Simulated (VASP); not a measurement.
# O2CH2 in VASP: single point with PBE+D3(BJ)

Aim: the single point of O2CH2 with PBE+D3(BJ).

All numbers are computed with VASP 6.6.1; they aren't measurements. Logs are shortened: lines on timing, memory, paths and dates and some standing lists are left out, and cuts for length are marked.

## (1) The cell of the first run

The cell holds a molecule in a box, 5 atoms: a = 6.069 Å, b = 6.069 Å, c = 27.332 Å, α = 90.00°, β = 90.00°, γ = 90.00°.

## (2) Single point, PBE+D3(BJ)

Contents of INCAR:

```
PREC = Accurate ; ENCUT = 520
EDIFF = 1E-7 ; ISMEAR = 0
SIGMA = 0.1 ; LREAL = False
LASPH = True ; NELM = 60
ALGO = Normal ; ISIF = 2
LWAVE = False ; LCHARG = True
LDIPOL = True ; IDIPOL = 3
DIPOL = 0.5 0.5 0.632 ; GGA = PE
IVDW = 12 ; LELF = True
LVHAR = True ; LVACPOTAV = True
NBANDS = 17
```

Contents of KPOINTS:

```
regular mesh
0
Gamma
  3 3 1
```

Contents of POSCAR:

```
H2CO2
1.0
    6.0686302234      0.0000000000      0.0000000000
    0.0000000000      6.0686302234      0.0000000000
    0.0000000000      0.0000000000     27.3318543752
O C H
2 1 2
Direct
   -0.2363003899      0.2389217855      0.6324751220
    0.0172908676     -0.0179381738      0.6113061736
   -0.0877965122      0.0884051999      0.6418534405
   -0.2499421643      0.2521759904      0.5940771456
   -0.0620106254      0.0617623322      0.6813948706
```

Potentials or basis: VASP PAW PBE potentials, release 64 (O, C, H).

Run with:

```
> cat potpaw_PBE.64/O/POTCAR potpaw_PBE.64/C/POTCAR potpaw_PBE.64/H/POTCAR > POTCAR
> mpirun -np 1 vasp_std > vasp.out
```

OUTCAR:

```text
PREC = Accurate
   ENCUT = 520
   EDIFF = 1E-7
   ISMEAR = 0
   LREAL = False
   LASPH = True
   NELM = 60
   ISIF = 2
   GGA = PE
   IVDW = 12
 IVDW          = 12

 ion  position               nearest neighbor table
   1  0.764  0.239  0.632-   4 1.06   3 1.31
   2  0.017  0.982  0.611-   3 1.23
   3  0.912  0.088  0.642-   5 1.10   2 1.23   1 1.31
   4  0.750  0.252  0.594-   1 1.06
   5  0.938  0.062  0.681-   3 1.10

  LATTYP: Found a simple tetragonal cell.
 ALAT       =     6.0686302234
 C/A-ratio  =     4.5037930091

  Lattice vectors:

 A1 = (   6.0686302234,   0.0000000000,   0.0000000000)
 A2 = (   0.0000000000,   6.0686302234,   0.0000000000)
 A3 = (   0.0000000000,   0.0000000000,  27.3318543752)

Analysis of symmetry for initial positions (statically):
=====================================================================
 Subroutine PRICEL returns:
 Original cell was already a primitive cell.

 Routine SETGRP: Setting up the symmetry group for a
 simple tetragonal supercell.

 Subroutine GETGRP returns: Found  1 space group operations
 (whereof  1 operations were pure point group operations)
 out of a pool of 16 trial point group operations.

The static configuration has the point symmetry C_1 .

Analysis of symmetry for dynamics (positions and initial velocities):
=====================================================================
 Subroutine PRICEL returns:
 Original cell was already a primitive cell.

 Routine SETGRP: Setting up the symmetry group for a
 simple tetragonal supercell.

 Subroutine GETGRP returns: Found  1 space group operations
 (whereof  1 operations were pure point group operations)
 out of a pool of 16 trial point group operations.

The dynamic configuration has the point symmetry C_1 .

 Subroutine INISYM returns: Found  1 space group operations
 (whereof  1 operations are pure point group operations),
 and found     1 'primitive' translations

----------------------------------------------------------------------------------------

                                     Primitive cell

  volume of cell :    1006.5850

  direct lattice vectors                    reciprocal lattice vectors
     6.068630223  0.000000000  0.000000000     0.164781831  0.000000000  0.000000000
     0.000000000  6.068630223  0.000000000     0.000000000  0.164781831  0.000000000
     0.000000000  0.000000000 27.331854375     0.000000000  0.000000000  0.036587346

  length of vectors
[... 78 lines left out ...]
   PSTRESS=    0.0 pullay stress
   NELECT =      18.0000    total number of electrons
   NUPDOWN=      -1.0000    fix difference up-down
   EMIN   =  10.00;   EMAX   =-10.00  energy-range for DOS
   EFERMI =   0.00;   METHOD = LEGACY
   ISMEAR =     0;   SIGMA  =   0.10  broadening in eV -4-tet -1-fermi 0-gaus
   EFERMI_NEDOS =   21; number of points for ismear=-14 and -15
   IALGO  =     38    algorithm
   IMIX   =      4    mixing-type and parameters
     AMIX     =   0.40;   BMIX     =  1.00
     AMIX_MAG =   1.60;   BMIX_MAG =  1.00
  volume/ion in A,a.u.               =     201.32      1358.55
  Fermi-wavevector in a.u.,A,eV,Ry     =   0.428104  0.808998  2.493576  0.183273
  Thomas-Fermi vector in A             =   1.395174
   LORBIT       =      0    0 simple, 1 ext, 2 COOP (PROOUT), +10 PAW based schemes
   GGA     = PE    functional components
   LHFCALC =     F    Hartree Fock is set to
   AEXX    =    0.0000 exact exchange contribution
   IVDW    =    12    specifies the selected vdW correction
   LEPSILON=     F    determine dielectric tensor
   LRPA    =     F    only Hartree local field effects (RPA)
 non-spin polarized calculation
 Gauss-broadening in eV      SIGMA  =   0.10
  energy-cutoff  :      520.00
  volume of cell :     1006.58
 maximum number of plane-waves:     27134
 NGX is ok and might be reduce to    48
   NGX = 23   NGY = 23   NGZ =101

 number of electron      18.0000001 magnetization

 dipolmoment           0.000000      0.000000     -0.074992 electrons x Angstroem

 Free energy of the ion-electron system (eV)
  ---------------------------------------------------
  ext. energy  EPLUGINS =         0.00000000
  ---------------------------------------------------
  free energy    TOTEN  =       -29.75799773 eV

  energy without entropy =      -29.75799773  energy(sigma->0) =      -29.75799773

 E-fermi :  -5.8964     XC(G=0):  -0.7881

 val. band max:       -6.3756164507   @ k =   0.0000   0.0000   0.0000
 cond. band min:      -1.2028587618   @ k =   0.3333   0.3333   0.0000
 fundamental gap:      5.1727576889
 Fermi energy:        -5.8964199564

 k-point     1 :       0.0000    0.0000    0.0000
  band No.  band energies     occupation
      1     -27.8579      2.00000
      2     -25.1880      2.00000
      3     -16.2016      2.00000
      4     -12.5698      2.00000
      5     -11.6256      2.00000
      6     -10.8647      2.00000
[... 77 lines left out ...]
      4     -12.5666      2.00000
      5     -11.6252      2.00000
      6     -10.8845      2.00000
[... 9 lines left out ...]
     16       1.4592      0.00000
     17       1.6811      0.00000

------------------------ aborting loop because EDIFF is reached ----------------------------------------

 vacuum level on the upper side and lower side of the slab       (xc-potential included)        -0.183         0.053

 Edisp (eV)   -0.05844

 E8    (eV) :    -0.0149

  FORCE on cell =-STRESS in cart. coord.  units (eV):
  Direction    XX          YY          ZZ          XY          YZ          ZX
  --------------------------------------------------------------------------------------
  -------------------------------------------------------------------------------------
  Total       0.33665     0.35106    -2.96315    -0.53890    -0.21430     0.20195
  in kB       0.53584     0.55878    -4.71643    -0.85777    -0.34110     0.32144
  external pressure =       -1.21 kB  Pullay stress =        0.00 kB

 VOLUME and BASIS-vectors are now :
 -----------------------------------------------------------------------------
  energy-cutoff  :      520.00
  volume of cell :     1006.58
      direct lattice vectors                 reciprocal lattice vectors
     6.068630223  0.000000000  0.000000000     0.164781831  0.000000000  0.000000000
     0.000000000  6.068630223  0.000000000     0.000000000  0.164781831  0.000000000
     0.000000000  0.000000000 27.331854375     0.000000000  0.000000000  0.036587346

 POSITION                                       TOTAL-FORCE (eV/Angst)
 -----------------------------------------------------------------------------------
      4.63461      1.44993     17.28672        -1.257381      1.258976     -2.587200
      0.10493      5.95977     16.70813        -0.529489      0.537027      0.466372
      5.53583      0.53650     17.54304         1.753310     -1.785145     -0.506931
      4.55182      1.53036     16.23723         0.251434     -0.238827      2.507705
      5.69231      0.37481     18.62379        -0.217874      0.227969      0.120054
 -----------------------------------------------------------------------------------
    total drift:                               -0.000504      0.000010      0.000304

  FREE ENERGIE OF THE ION-ELECTRON SYSTEM (eV)
  ---------------------------------------------------
  free  energy   TOTEN  =       -29.8164332107 eV

  energy  without entropy=      -29.8164332107  energy(sigma->0) =      -29.81643321

 vacuum level on the upper side and lower side of the slab         0.028         0.396
```

OSZICAR:

```text
N       E                     dE             d eps       ncg     rms          rms(c)
DAV:   1     0.134655592197E+03    0.13466E+03   -0.52054E+03   218   0.617E+02
DAV:   2     0.293539443894E+01   -0.13172E+03   -0.12489E+03   313   0.133E+02
DAV:   3    -0.307430450582E+02   -0.33678E+02   -0.33507E+02   178   0.800E+01
[... 18 lines left out ...]
DAV:  22    -0.297579953104E+02   -0.68894E-05   -0.15295E-07   141   0.122E-03    0.123E-04
DAV:  23    -0.297579965486E+02   -0.12382E-05   -0.17394E-08   163   0.600E-04    0.876E-05
DAV:  24    -0.297579974367E+02   -0.88808E-06   -0.11626E-08   152   0.371E-04    0.585E-05
DAV:  25    -0.297579976454E+02   -0.20869E-06   -0.17324E-09   178   0.225E-04    0.192E-05
DAV:  26    -0.297579977326E+02   -0.87270E-07   -0.40171E-10   169   0.149E-04
   1 F= -.29816433E+02 E0= -.29816433E+02  d E =-.348601E-11
```

It took 2.6 min on 1 thread of Intel Xeon 6975P-C (Granite Rapids), shared host; peak memory 0.97 GiB.

Results:

```
Free energy                            : -29.8164 eV
Largest force                          : 3.140 eV/Å
Gap between the frontier levels        : 5.17 eV, indirect (least direct gap 5.18 eV)
Dispersion energy per atom             : -0.012 eV
Ionisation potential of the upper face : 6.40 eV
```

Forces on the atoms (eV/Å):
```
O   -1.257  1.259 -2.587
O   -0.529  0.537  0.466
C    1.753 -1.785 -0.507
H    0.251 -0.239  2.508
H   -0.218  0.228  0.120
```
